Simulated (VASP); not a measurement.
A run of VASP 6.6.1 is set up as follows.

The input POSCAR:

```
ZnSe
1.0
    3.3251530431      0.0000000000      0.0000000000
    0.0000000000      3.3251530431      0.0000000000
    0.0000000000      0.0000000000      3.3251530431
Zn Se
1 1
Direct
    0.0000000000      0.0000000000      0.0000000000
    0.5000000000      0.5000000000      0.5000000000
```

File INCAR.step1:

```
  ALGO = Normal
  EDIFF = 1E-5
  ENCUT = 520
  GGA = PE
  ISIF = 2
  ISMEAR = -1
  LASPH = True
  LREAL = False
  LWAVE = True
  NBANDS = 16
  NELM = 80
  PREC = Accurate
  SIGMA = 0.02
```

File INCAR.step2:

```
  ALGO = Normal
  EDIFF = 1E-6
  ENCUT = 520
  GGA = PE
  HFSCREEN = 0.2079
  ISIF = 2
  ISMEAR = -1
  ISTART = 1
  LASPH = True
  LCHARG = True
  LELF = True
  LHFCALC = True
  LREAL = False
  LVHAR = True
  LWAVE = False
  NBANDS = 16
  NELM = 80
  PREC = Accurate
  PRECFOCK = Normal
  SIGMA = 0.02
```

The input KPOINTS:

```
k-points
0
Gamma
  4 4 4
```

Potentials or basis: VASP PAW PBE potentials, release 64 (Zn, Se).

Run with:

```sh
$ cat potpaw_PBE.64/Zn/POTCAR potpaw_PBE.64/Se/POTCAR > POTCAR
$ cp INCAR.step1 INCAR
$ mpirun -np 1 vasp_std > vasp.out
$ cp INCAR.step2 INCAR
$ mpirun -np 1 vasp_std > vasp.out
```

Estimate the band gap on the k mesh.

zero (band 9 reaches 4.43 eV, above the bottom of band 10 at 2.73 eV).

What does it give for the pressure?

1.6 GPa.

Caveat: the k points lie up to 0.47 Å⁻¹ apart; the PAW data sets were made with another functional, which shifts forces and pressure a little.
